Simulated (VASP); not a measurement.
V3Pt:

```
V Pt
1.0
     3.87842    0.00000    0.00000
     0.00000    3.87842    0.00000
     0.00000    0.00000    3.87842
V Pt
3 1
Direct
  0.00000 0.50000 0.50000
  0.50000 0.00000 0.50000
  0.50000 0.50000 0.00000
  0.00000 0.00000 0.00000
```

| Item | Value |
| --- | --- |
| Program | VASP 6.6.1 |
| Task | relaxation of cell and atoms |
| Functional | LDA |
| Potentials or basis | VASP PAW LDA potentials, release 64 (V_sv, Pt) |
| Cutoff | 600 eV |
| k mesh | 9 × 9 × 9 |
| Occupations | fermi-dirac, width 0.05 eV |
| Spin | collinear spin, ferromagnetic start |
| Starting moments | [1.5, 1.5, 1.5, 0.0] μB |

At the start: pressure -19.2 GPa; volume 14.58 Å³/atom.

Q: How do energy, volume and symmetry change on relaxing?

A: Over 7 steps the energy falls by 88.1 meV/atom and the volume is 13.24 Å³/atom (-9.2 %); space group Pm-3m (No. 221, to 0.05 Å); moment 0.00 μB per cell.

The path:
```
step  energy change (eV)  largest force (eV/Å)  pressure (GPa)  volume (Å³)
   1              0.0000                0.0000          -19.22        58.34
   2              0.9495                0.0000           59.07        44.78
   3             -0.3513                0.0000           -1.24        53.23
   4             -0.3523                0.0000           -0.26        53.01
   5             -0.3523                0.0000            0.21        52.91
   6             -0.3523                0.0000           -0.31        53.02
   7             -0.3523                0.0000           -0.01        52.95
```

Final structure:
```
V Pt
1.0
     3.75522    0.00000    0.00000
     0.00000    3.75522    0.00000
     0.00000    0.00000    3.75522
V Pt
3 1
Direct
  0.00000 0.50000 0.50000
  0.50000 0.00000 0.50000
  0.50000 0.50000 0.00000
  0.00000 0.00000 0.00000
```
